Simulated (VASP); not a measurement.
Cd:

```xyz
2
Lattice="2.9509 0.0000 0.0000 -1.4755 2.5556 0.0000 0.0000 0.0000 5.8839" Properties=species:S:1:pos:R:3 pbc="T T T"
Cd    0.0000    1.7037    1.4710
Cd    1.4755    0.8519    4.4129
```

Base run:

* Program: VASP 6.6.1
* Functional: r2SCAN
* Potentials or basis: VASP PAW PBE potentials, release 64 (Cd)
* Cutoff: 520 eV
* k mesh: 12 × 12 × 6
* Occupations: fermi-dirac, width 0.1 eV
* Spin: no spin polarisation

Its results: band gap on the k mesh zero (bands 12 and 13 overlap by 4.43 eV); pressure 0.4 GPa.

Q: The run is repeated on the same cell with these changes: k mesh from 12 × 12 × 6 to 4 × 4 × 2. What comes out?

A: Band gap on the k mesh zero (bands 12 and 13 overlap by 3.70 eV); pressure -1.5 GPa.

Caveats: some runs use coarse meshes; the PAW data sets were made with another functional, which shifts forces and pressure a little.
